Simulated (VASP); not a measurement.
# AlN: single point with PBE

AlN:

```
Al N
1.0
     3.13021    0.00000    0.00000
    -1.56510    2.71084    0.00000
     0.00000    0.00000    5.01804
Al N
2 2
Cartesian
  1.5651 0.9036 2.5052
  0.0000 1.8072 5.0142
  1.5651 0.9036 4.4197
  0.0000 1.8072 1.9107
```

```
Program                : VASP 6.6.1
Task                   : single point
Functional             : PBE
Potentials or basis    : VASP PAW PBE potentials, release 64 (Al, N)
Cutoff                 : 520 eV
k mesh                 : 12 × 12 × 6
Occupations            : gaussian, width 0.02 eV
Spin                   : no spin polarisation
Dipole correction      : no
Further INCAR settings : ALGO = Normal; EDIFF = 1e-07; NBANDS = 16
```

The pressure is -0.3 GPa and the band gap on the k mesh is 4.04 eV, direct.

Levels at points of the mesh, in eV from the valence-band top:
```
           k point  band 5  band 6  band 7  band 8  band 9  band 10  band 11  band 12
(0.00, 0.00, 0.00)   -0.85   -0.20   -0.20    0.00    4.04     6.51    10.46    11.03
(0.50, 0.00, 0.00)   -3.29   -2.05   -1.74   -0.68    5.76     5.76     8.02    10.14
(0.00, 0.00, 0.50)   -0.53   -0.53   -0.53   -0.53    6.31     6.31    10.16    10.16
(0.50, 0.00, 0.50)   -1.44   -1.44   -1.35   -1.35    5.25     5.25     9.14     9.14
```

Run time: 16 s on 1 thread of Intel(R) Xeon(R) 6975P-C (Granite Rapids) (shared host), peak memory 0.18 GiB.

A k mesh can miss the band edges.
